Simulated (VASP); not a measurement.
HfGe3W2: single point with PBE

Crystal: HfGe3W2.

```
CELL_PARAMETERS angstrom
3.69237 0.00000 0.00000
0.00000 3.69237 0.00000
0.00000 0.00000 9.95035
ATOMIC_POSITIONS crystal
Hf 0.00000 0.00000 0.50000
Ge 0.50000 0.50000 0.74378
Ge 0.50000 0.50000 0.25622
Ge 0.50000 0.50000 0.00000
W 0.00000 0.00000 0.00000
W 0.50000 0.50000 0.50000
```

The cell was generated, and may not be a known phase.

```yaml
Program: VASP 6.6.1
Task: single point
Functional: PBE
Potentials_or_basis: VASP PAW PBE potentials, release 64 (Hf_pv, Ge_d, W_sv)
Cutoff: 520 eV
k_mesh: 4 × 4 × 2
Occupations: gaussian, width 0.1 eV
Spin: no spin polarisation
```

```
Pressure               : 0.0 GPa
Band gap on the k mesh : zero (bands 40 and 41 overlap by 0.92 eV)
```

Stress tensor (GPa, compression positive):
```
-0.13  0.00  0.00
 0.00 -0.13  0.00
 0.00  0.00  0.35
```

Levels at points of the mesh, in eV from the Fermi level:
```tsv
k point	band 38	band 39	band 40	band 41	band 42	band 43
(0.00, 0.00, 0.00)	-0.36	-0.07	-0.07	0.19	0.19	0.65
(0.50, 0.00, 0.00)	-0.27	0.14	0.24	0.40	0.46	0.71
(0.50, 0.50, 0.00)	-1.54	-0.82	-0.68	-0.68	-0.55	0.86
(0.00, 0.00, 0.50)	-0.36	-0.23	-0.23	0.48	0.48	1.16
(0.50, 0.00, 0.50)	-0.23	-0.07	0.24	0.34	0.47	0.76
(0.50, 0.50, 0.50)	-2.12	-0.45	-0.11	-0.11	0.85	0.89
```

Wall time 3.8 min on 1 thread of Intel Xeon 8259CL, with other jobs on the host, peak memory 0.28 GiB.

Caveat: the k points lie up to 0.43 Å⁻¹ apart, too coarse for converged energies and pressures of a metal; spin-orbit coupling is left out, which moves the levels of the heavy elements.
